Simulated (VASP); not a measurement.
# AlN (R3m) in VASP: further runs

The runs below take AlN through single point, with r2SCAN.

Program: VASP 6.6.1. These are calculated values, not measurements. Logs are shortened: lines on timing, memory, paths and dates and some standing lists are left out, and cuts for length are marked.

### 1 The cell of the first run

Symmetry: R3m, No. 160, trigonal system. The conventional cell has a = 2.997 Å, b = 2.997 Å, c = 7.647 Å, α = 90.00°, β = 90.00°, γ = 120.00°. Al (site symmetry 3m) has 4 N at 1.85 to 1.88 Å within 2.5 Å. N (site symmetry 3m) has 4 Al at 1.85 to 1.88 Å within 2.5 Å.

### 2 Single point, r2SCAN (epitaxial 111 strain -3.0%)

Input file POSCAR:

```
AlN
1.0
    0.0587843221      2.1781144422      2.1781144422
    2.1781144422      0.0587843221      2.1781144422
    2.1781144422      2.1781144422      0.0587843221
Al N
1 1
Direct
    0.0019441439      0.0019441439      0.0019441439
    0.2480558561      0.2480558561      0.2480558561
```

Input file INCAR.step1:

```
PREC = Accurate
ENCUT = 520
ISMEAR = 0
SIGMA = 0.01
LREAL = False
LASPH = True
NELM = 100
NBANDS = 11
GGA = PE
ALGO = Normal
EDIFF = 1E-4
LWAVE = True
LCHARG = False
```

Input file INCAR.step2:

```
PREC = Accurate
ENCUT = 520
EDIFF = 1E-6
ISMEAR = 0
SIGMA = 0.01
LREAL = False
LASPH = True
NELM = 100
ALGO = Normal
ISIF = 2
LWAVE = False
LCHARG = False
METAGGA = R2SCAN
LMIXTAU = True
NBANDS = 11
ISTART = 1
```

Input file KPOINTS:

```
Automatic mesh
0
Gamma
  10 10 10
```

Potentials or basis: VASP PAW PBE potentials, release 64 (Al, N).

On the command line:

```console
> cat potpaw_PBE.64/Al/POTCAR potpaw_PBE.64/N/POTCAR > POTCAR
> cp INCAR.step1 INCAR
> mpirun -np 1 vasp_std > vasp.out
> cp INCAR.step2 INCAR
> mpirun -np 1 vasp_std > vasp.out
```

OUTCAR:

```text
PREC = Accurate
   ENCUT = 520
   EDIFF = 1E-6
   ISMEAR = 0
   LREAL = False
   LASPH = True
   NELM = 100
   ISIF = 2
   METAGGA = R2SCAN
   ISTART = 1

 ion  position               nearest neighbor table
   1  0.002  0.002  0.002-   2 1.85   2 1.85   2 1.85   2 1.88
   2  0.248  0.248  0.248-   1 1.85   1 1.85   1 1.85   1 1.88

  LATTYP: Found a trigonal (rhomboedric) cell.
 ALAT       =     3.0808798489
 COS(alpha) =     0.5267967731

  Lattice vectors:

 A1 = (   0.0587843221,   2.1781144422,   2.1781144422)
 A2 = (   2.1781144422,   0.0587843221,   2.1781144422)
 A3 = (   2.1781144422,   2.1781144422,   0.0587843221)

Analysis of symmetry for initial positions (statically):
=====================================================================
 Subroutine PRICEL returns:
 Original cell was already a primitive cell.

 Routine SETGRP: Setting up the symmetry group for a
 trigonal (rhombohedral) supercell.

 Subroutine GETGRP returns: Found  6 space group operations
 (whereof  6 operations were pure point group operations)
 out of a pool of 12 trial point group operations.

The static configuration has the point symmetry C_3v.

Analysis of symmetry for dynamics (positions and initial velocities):
=====================================================================
 Subroutine PRICEL returns:
 Original cell was already a primitive cell.

 Routine SETGRP: Setting up the symmetry group for a
 trigonal (rhombohedral) supercell.

 Subroutine GETGRP returns: Found  6 space group operations
 (whereof  6 operations were pure point group operations)
 out of a pool of 12 trial point group operations.

The dynamic configuration has the point symmetry C_3v.

 Subroutine INISYM returns: Found  6 space group operations
 (whereof  6 operations are pure point group operations),
 and found     1 'primitive' translations

----------------------------------------------------------------------------------------

                                     Primitive cell

  volume of cell :      19.8303

  direct lattice vectors                    reciprocal lattice vectors
     0.058784322  2.178114442  2.178114442    -0.239064842  0.232782366  0.232782366
     2.178114442  0.058784322  2.178114442     0.232782366 -0.239064842  0.232782366
     2.178114442  2.178114442  0.058784322     0.232782366  0.232782366 -0.239064842

  length of vectors
     3.080879849  3.080879849  3.080879849     0.406850413  0.406850413  0.406850413

  position of ions in fractional coordinates (direct lattice)
     0.001944144  0.001944144  0.001944144
     0.248055856  0.248055856  0.248055856

  ion indices of the primitive-cell ions
   primitive index   ion index
                 1           1
                 2           2

----------------------------------------------------------------------------------------

 KPOINTS: Automatic mesh

Automatic generation of k-mesh.
 Grid dimensions read from file:
 generate k-points for:   10   10   10

 Generating k-lattice:

  Cartesian coordinates                     Fractional coordinates (reciprocal lattice)
    -0.023906484  0.023278237  0.023278237     0.100000000  0.000000000 -0.000000000
     0.023278237 -0.023906484  0.023278237     0.000000000  0.100000000 -0.000000000
     0.023278237  0.023278237 -0.023906484     0.000000000  0.000000000  0.100000000

  Length of vectors
     0.040685041  0.040685041  0.040685041

  Shift w.r.t. Gamma in fractional coordinates (k-lattice)
     0.000000000  0.000000000  0.000000000

 Subroutine IBZKPT returns following result:
 ===========================================

 Found    116 irreducible k-points:

 Following reciprocal coordinates:
            Coordinates               Weight
  0.000000  0.000000  0.000000      1.000000
  0.100000 -0.000000 -0.000000      6.000000
  0.200000 -0.000000 -0.000000      6.000000
  0.300000  0.000000 -0.000000      6.000000
  0.400000 -0.000000 -0.000000      6.000000
  0.500000 -0.000000 -0.000000      3.000000
[... 16 lines left out ...]
  0.300000  0.300000  0.000000      6.000000
  0.400000  0.300000 -0.000000     12.000000
 [... further k-points ...]
   k-points           NKPTS =    116   k-points in BZ     NKDIM =    116   number of bands    NBANDS=     11
   number of dos      NEDOS =    301   number of ions     NIONS =      2
   total plane-waves  NPLWV =  13824
   dimension x,y,z NGX =    24 NGY =   24 NGZ =   24
   dimension x,y,z NGXF=    48 NGYF=   48 NGZF=   48
   ions per type =               1   1
   NGX,Y,Z   is equivalent  to a cutoff of  12.95, 12.95, 12.95 a.u.
   NGXF,Y,Z  is equivalent  to a cutoff of  25.90, 25.90, 25.90 a.u.
 SYSTEM =  unknown system
   PREC   = accura    normal or accurate (medium, high low for compatibility)
   ISTART =      1    job   : 0-new  1-cont  2-samecut
   ICHARG =      0    charge: 1-file 2-atom 10-const
   ISPIN  =      1    spin polarized calculation?
   LNONCOLLINEAR =      F non collinear calculations
   LSORBIT =      F    spin-orbit coupling
   LASPH  =      T    aspherical Exc in radial PAW
   ENCUT  =  520.0 eV  38.22 Ry    6.18 a.u.   5.73  5.73  5.73*2*pi/ulx,y,z
   NELM   =    100;   NELMIN=  2; NELMDL=  0     # of ELM steps
   EDIFF  = 0.1E-05   stopping-criterion for ELM
   LREAL  =      F    real-space projection
   EDIFFG = 0.1E-04   stopping-criterion for IOM
   NSW    =      0    number of steps for IOM
   IBRION =     -1    ionic relax: 0-MD 1-quasi-New 2-CG
   NFREE  =      0    steps in history (QN), initial steepest desc. (CG)
   ISIF   =      2    stress and relaxation
   ISYM   =      2    0-nonsym 1-usesym 2-fastsym
   POTIM  = 0.5000    time-step for ionic-motion
   TEBEG  =    0.0;   TEEND  =   0.0 temperature during run
   PSTRESS=    0.0 pullay stress
   NELECT =       8.0000    total number of electrons
   NUPDOWN=      -1.0000    fix difference up-down
   EMIN   =  10.00;   EMAX   =-10.00  energy-range for DOS
   EFERMI =   0.00;   METHOD = LEGACY
   ISMEAR =     0;   SIGMA  =   0.01  broadening in eV -4-tet -1-fermi 0-gaus
   EFERMI_NEDOS =   21; number of points for ismear=-14 and -15
   IALGO  =     38    algorithm
   IMIX   =      4    mixing-type and parameters
     AMIX     =   0.40;   BMIX     =  1.00
     AMIX_MAG =   1.60;   BMIX_MAG =  1.00
  volume/ion in A,a.u.               =       9.92        66.91
  Fermi-wavevector in a.u.,A,eV,Ry     =   1.209656  2.285918 19.908953  1.463267
  Thomas-Fermi vector in A             =   2.345226
   LORBIT       =      0    0 simple, 1 ext, 2 COOP (PROOUT), +10 PAW based schemes
   METAGGA = R2SCAN    functional components
   LHFCALC =     F    Hartree Fock is set to
   AEXX    =    0.0000 exact exchange contribution
   IVDW    =     0    specifies the selected vdW correction
   LEPSILON=     F    determine dielectric tensor
   LRPA    =     F    only Hartree local field effects (RPA)
 non-spin polarized calculation
 Gauss-broadening in eV      SIGMA  =   0.01
  energy-cutoff  :      520.00
  volume of cell :       19.83
 maximum number of plane-waves:       547
   NGX = 11   NGY = 11   NGZ = 11

 number of electron       7.9999999 magnetization

 Free energy of the ion-electron system (eV)
  ---------------------------------------------------
  ext. energy  EPLUGINS =         0.00000000
  ---------------------------------------------------
  free energy    TOTEN  =       -19.11505178 eV

  energy without entropy =      -19.11505178  energy(sigma->0) =      -19.11505178

 E-fermi :   6.4457     XC(G=0): -11.6457

 val. band max:        6.3106674599   @ k =   0.0000   0.0000   0.0000
 cond. band min:      10.1112845626   @ k =   0.5000   0.5000  -0.0000
 fundamental gap:      3.8006171027
 Fermi energy:         6.4457080270

 k-point     1 :       0.0000    0.0000    0.0000
  band No.  band energies     occupation
      1      -9.8670      2.00000
      2       5.9025      2.00000
      3       6.3107      2.00000
      4       6.3107      2.00000
      5      11.4678      0.00000
      6      19.5059      0.00000
      7      20.6046      0.00000
      8      20.6046      0.00000
      9      25.1013      0.00000
     10      25.1013      0.00000
     11      26.7467      0.00000

 k-point     2 :       0.1000   -0.0000   -0.0000
  band No.  band energies     occupation
      1      -9.7076      2.00000
      2       5.4330      2.00000
      3       5.9249      2.00000
      4       6.2479      2.00000
      5      12.1019      0.00000
      6      19.6449      0.00000
      7      20.2246      0.00000
      8      20.7211      0.00000
      9      23.6652      0.00000
     10      23.9480      0.00000
     11      26.1439      0.00000

 k-point     3 :       0.2000   -0.0000   -0.0000
  band No.  band energies     occupation
      1      -9.2543      2.00000
      2       3.7863      2.00000
      3       5.7824      2.00000
      4       6.0909      2.00000
      5      13.2285      0.00000
      6      19.1331      0.00000
      7      19.8257      0.00000
      8      20.3981      0.00000
      9      22.9709      0.00000
     10      23.7291      0.00000
     11      25.2540      0.00000

 k-point     4 :       0.3000    0.0000   -0.0000
  band No.  band energies     occupation
      1      -8.5972      2.00000
      2       2.0382      2.00000
      3       5.6447      2.00000
      4       5.9100      2.00000
      5      14.0934      0.00000
      6      18.2169      0.00000
      7      19.0677      0.00000
      8      19.4891      0.00000
      9      24.1271      0.00000
     10      25.1884      0.00000
     11      25.2058      0.00000
[... 239 lines left out ...]
 k-point    22 :      -0.2000    0.2000    0.0000
  band No.  band energies     occupation
      1      -8.3699      2.00000
      2       2.3222      2.00000
      3       4.4612      2.00000
      4       5.8101      2.00000
      5      14.7922      0.00000
      6      17.1823      0.00000
      7      19.0618      0.00000
      8      19.7294      0.00000
      9      22.3041      0.00000
     10      26.7112      0.00000
     11      29.4833      0.00000

 k-point    23 :       0.3000    0.3000    0.0000
  band No.  band energies     occupation
      1      -8.2262      2.00000
      2       2.5493      2.00000
      3       4.6854      2.00000
      4       5.0696      2.00000
      5      12.3165      0.00000
      6      17.1281      0.00000
      7      19.5759      0.00000
      8      22.2752      0.00000
      9      22.5502      0.00000
     10      28.0871      0.00000
     11      31.8358      0.00000

 k-point    24 :       0.4000    0.3000   -0.0000
  band No.  band energies     occupation
      1      -7.7324      2.00000
      2       1.8925      2.00000
      3       4.5061      2.00000
      4       4.5642      2.00000
      5      11.8148      0.00000
      6      16.9792      0.00000
      7      20.0921      0.00000
      8      22.3237      0.00000
      9      23.1442      0.00000
     10      29.2038      0.00000
     11      31.8675      0.00000

 [... further k-points ...]

------------------------ aborting loop because EDIFF is reached ----------------------------------------

  FORCE on cell =-STRESS in cart. coord.  units (eV):
  Direction    XX          YY          ZZ          XY          YZ          ZX
  --------------------------------------------------------------------------------------
  -------------------------------------------------------------------------------------
  Total        1.4114730      1.4114730      1.4114730     -0.7359127     -0.7359127     -0.7359127
  in kB      114.0391386    114.0391386    114.0391386    -59.4576366    -59.4576366    -59.4576366
  external PRESSURE =     114.0391386 kB  Pullay stress =       0.0000000 kB

 VOLUME and BASIS-vectors are now :
 -----------------------------------------------------------------------------
  energy-cutoff  :      520.00
  volume of cell :       19.83
      direct lattice vectors                 reciprocal lattice vectors
     0.058784322  2.178114442  2.178114442    -0.239064842  0.232782366  0.232782366
     2.178114442  0.058784322  2.178114442     0.232782366 -0.239064842  0.232782366
     2.178114442  2.178114442  0.058784322     0.232782366  0.232782366 -0.239064842

 POSITION                                       TOTAL-FORCE (eV/Angst)
 -----------------------------------------------------------------------------------
      0.00858      0.00858      0.00858         0.003714      0.003714      0.003714
      1.09517      1.09517      1.09517        -0.003714     -0.003714     -0.003714
 -----------------------------------------------------------------------------------
    total drift:                                0.001618      0.001618      0.001618

  FREE ENERGIE OF THE ION-ELECTRON SYSTEM (eV)
  ---------------------------------------------------
  free  energy   TOTEN  =       -19.1150517755 eV

  energy  without entropy=      -19.1150517755  energy(sigma->0) =      -19.11505178
```

Run time: 28 s. Hardware: 1 thread of Intel Xeon 6975P-C (Granite Rapids), shared host; peak memory 0.15 GiB.

What came out:

- Free energy: -19.1151 eV
- Pressure: 11.4 GPa
- Largest force: 0.006 eV/Å
- Band gap on the k mesh: 3.80 eV, indirect (least direct gap 5.16 eV)

Forces in eV/Å, atoms in the order of the input:
```
Al   0.004  0.004  0.004
N   -0.004 -0.004 -0.004
```

Stress tensor (GPa, compression positive):
```
11.40 -5.95 -5.95
-5.95 11.40 -5.95
-5.95 -5.95 11.40
```

Caveat: the cell differs from its parent crystal (epitaxial 111 strain -3.0%); the PAW data sets were made with another functional, which shifts forces and pressure a little. A k mesh can miss the band edges.

### 3 Single point, r2SCAN (epitaxial 111 strain -2.0%)

Input file POSCAR:

```
AlN
1.0
    0.0391562402      2.1803351244      2.1803351244
    2.1803351244      0.0391562402      2.1803351244
    2.1803351244      2.1803351244      0.0391562402
Al N
1 1
Direct
    0.0012889231      0.0012889231      0.0012889231
    0.2487110769      0.2487110769      0.2487110769
```

Input file INCAR.step1:

```
ALGO = Normal
EDIFF = 1E-4
ENCUT = 520
GGA = PE
ISMEAR = 0
LASPH = True
LCHARG = False
LREAL = False
LWAVE = True
NBANDS = 11
NELM = 80
PREC = Accurate
SIGMA = 0.01
```

Input file INCAR.step2:

```
ALGO = Normal
EDIFF = 1E-6
ENCUT = 520
ISIF = 2
ISMEAR = 0
ISTART = 1
LASPH = True
LCHARG = False
LMIXTAU = True
LREAL = False
LWAVE = False
METAGGA = R2SCAN
NBANDS = 11
NELM = 80
PREC = Accurate
SIGMA = 0.01
```

Input file KPOINTS:

```
k-points
0
Gamma
  10 10 10
```

Potentials or basis: VASP PAW PBE potentials, release 64 (Al, N).

On the command line:

```console
> cat potpaw_PBE.64/Al/POTCAR potpaw_PBE.64/N/POTCAR > POTCAR
> cp INCAR.step1 INCAR
> mpirun -np 1 vasp_std > vasp.out
> cp INCAR.step2 INCAR
> mpirun -np 1 vasp_std > vasp.out
```

Run time: 31 s. Hardware: 1 thread of Intel Xeon 6975P-C (Granite Rapids), shared host; peak memory 0.15 GiB.

The run converged. Its results:

| Item | Value |
| --- | --- |
| Free energy | -19.1519 eV |
| Pressure | 7.2 GPa |
| Largest force | 0.004 eV/Å |
| Band gap on the k mesh | 3.86 eV, indirect (least direct gap 5.08 eV) |

Forces on the atoms (eV/Å):
```
Al  -0.002 -0.002 -0.002
N    0.002  0.002  0.002
```

Stress tensor (GPa, compression positive):
```
 7.16 -3.80 -3.80
-3.80  7.16 -3.80
-3.80 -3.80  7.16
```

Levels at points of the mesh, in eV from the valence-band top:
```csv
k point,band 2,band 3,band 4,band 5,band 6,band 7
"(0.00, 0.00, 0.00)",-0.26,0.00,0.00,5.08,13.29,14.03
"(0.50, 0.00, 0.00)",-6.09,-0.69,-0.55,8.34,10.92,11.85
"(0.50, 0.50, 0.00)",-5.14,-2.06,-1.79,3.86,9.61,15.55
"(0.50, 0.50, 0.50)",-6.24,-0.43,-0.43,8.67,10.95,12.39
```

Caveat: the cell differs from its parent crystal (epitaxial 111 strain -2.0%); the PAW data sets were made with another functional, which shifts forces and pressure a little. A k mesh can miss the band edges.

### 4 Single point, r2SCAN (epitaxial 111 strain -1.0%)

Input file POSCAR:

```
AlN
1.0
    0.0195401572      2.1825678056      2.1825678056
    2.1825678056      0.0195401572      2.1825678056
    2.1825678056      2.1825678056      0.0195401572
Al N
1 1
Direct
    0.0006142246      0.0006142246      0.0006142246
    0.2493857754      0.2493857754      0.2493857754
```

Input file INCAR.step1:

```
SYSTEM = AlN
PREC     = Accurate       ! precision mode
ENCUT    = 520            ! plane-wave cutoff, eV
ISMEAR   = 0              ! smearing method
SIGMA    = 0.01           ! smearing width, eV
LREAL    = .FALSE.        ! projectors in reciprocal space
LASPH    = .TRUE.         ! aspherical terms in the spheres
NELM     = 60             ! most SCF steps
NBANDS   = 11             ! bands
GGA      = PE             ! functional
ALGO     = Normal         ! electronic algorithm
EDIFF    = 1E-4           ! SCF threshold, eV
LWAVE    = .TRUE.         ! write WAVECAR
LCHARG   = .FALSE.        ! write CHGCAR
```

Input file INCAR.step2:

```
SYSTEM = AlN
PREC     = Accurate       ! precision mode
ENCUT    = 520            ! plane-wave cutoff, eV
EDIFF    = 1E-6           ! SCF threshold, eV
ISMEAR   = 0              ! smearing method
SIGMA    = 0.01           ! smearing width, eV
LREAL    = .FALSE.        ! projectors in reciprocal space
LASPH    = .TRUE.         ! aspherical terms in the spheres
NELM     = 60             ! most SCF steps
ALGO     = Normal         ! electronic algorithm
ISIF     = 2              ! what is computed and relaxed
LWAVE    = .FALSE.        ! write WAVECAR
LCHARG   = .FALSE.        ! write CHGCAR
METAGGA  = R2SCAN         ! meta-GGA
LMIXTAU  = .TRUE.       
NBANDS   = 11             ! bands
ISTART   = 1
```

Input file KPOINTS:

```
regular mesh
0
G
  10 10 10
  0 0 0
```

On the command line:

```console
> cat potpaw_PBE.64/Al/POTCAR potpaw_PBE.64/N/POTCAR > POTCAR
> cp INCAR.step1 INCAR
> mpirun -np 1 vasp_std > vasp.out
> cp INCAR.step2 INCAR
> mpirun -np 1 vasp_std > vasp.out
```

It took 28 s on 1 thread of Intel Xeon 6975P-C (Granite Rapids), shared host; peak memory 0.15 GiB.

Results (log left out):

* Free energy: -19.1731 eV
* Pressure: 3.2 GPa
* Band gap on the k mesh: 3.90 eV, indirect (least direct gap 4.99 eV)

Stress tensor (GPa, compression positive):
```
 3.25 -1.84 -1.84
-1.84  3.25 -1.84
-1.84 -1.84  3.25
```

Levels at points of the mesh, in eV from the valence-band top:
```
           k point  band 1  band 2  band 3  band 4  band 5  band 6  band 7  band 8
(0.00, 0.00, 0.00)  -15.87   -0.12    0.00    0.00    4.99   13.40   13.77   13.77
(0.50, 0.00, 0.00)  -13.80   -5.98   -0.58   -0.52    8.28   10.89   11.88   12.04
(0.50, 0.50, 0.00)  -13.17   -5.04   -1.93   -1.80    3.90    9.54   15.38   17.09
(0.50, 0.50, 0.50)  -13.87   -6.06   -0.46   -0.46    8.44   10.89   12.16   12.16
```

Caveat: the cell differs from its parent crystal (epitaxial 111 strain -1.0%); the PAW data sets were made with another functional, which shifts forces and pressure a little. A k mesh can miss the band edges.

(Continued in part 2 of 2.)
